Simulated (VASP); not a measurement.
Set up this calculation in VASP 6.6.1, as the native input.

```
Task                   : relaxation of cell and atoms
Functional             : PBEsol
Potentials or basis    : VASP PAW PBE potentials, release 64 (Cs_sv)
Cutoff                 : 600 eV
k mesh                 : 10 × 10 × 10
Occupations            : gaussian, width 0.1 eV
Spin                   : no spin polarisation
Dipole correction      : no
Further INCAR settings : ALGO = Normal; EDIFF = 1e-06; IBRION = 2; EDIFFG = -0.005; NSW = 100; ISIF = 3
```

The structure of Cs lies in POSCAR:

```
Cs
1.0
    0.0000000000      3.7999348253      3.7999348253
    3.7999348253      0.0000000000      3.7999348253
    3.7999348253      3.7999348253      0.0000000000
Cs
1
Direct
    0.0000000000      0.0000000000      0.0000000000
```

This isn't the form of Cs at room conditions, which is bcc.

The input as run:

INCAR

```
SYSTEM = Cs
PREC = Accurate
ENCUT = 600
EDIFF = 1E-6
ISMEAR = 0
SIGMA = 0.1
LREAL = .FALSE.
LASPH = .TRUE.
NELM = 80
ALGO = Normal
ISIF = 3
LWAVE = .FALSE.
LCHARG = .FALSE.
GGA = PS
IBRION = 2
NSW = 100
EDIFFG = -0.005
```

KPOINTS

```
regular mesh
0
G
  10 10 10
  0 0 0
```

Potentials or basis: VASP PAW PBE potentials, release 64 (Cs_sv).

Launch:

```bash
$ cat potpaw_PBE.64/Cs_sv/POTCAR > POTCAR
$ mpirun -np 1 vasp_std > vasp.out
```

It gave:

- Relaxed volume: 109.36 Å³/atom
- Relaxed cell: a = 5.368 Å, b = 5.368 Å, c = 5.368 Å, α = 60.00°, β = 60.00°, γ = 60.00°
- Space group after relaxing (to 0.1 Å): Fm-3m (No. 225)
- Energy gained by relaxing: 0.0 meV/atom
- Ionic steps: 3
- Pressure after relaxing: 0.0 GPa
- Band gap on the k mesh: zero (an odd number of electrons rules out a gap without spin polarisation)

Caveat: the PAW data sets were made with another functional, which shifts forces and pressure a little; spin-orbit coupling is left out, which moves the levels of the heavy elements.

It took 44 s on 1 thread of Intel(R) Xeon(R) 6975P-C (Granite Rapids), on a shared host, peak memory 0.35 GiB.
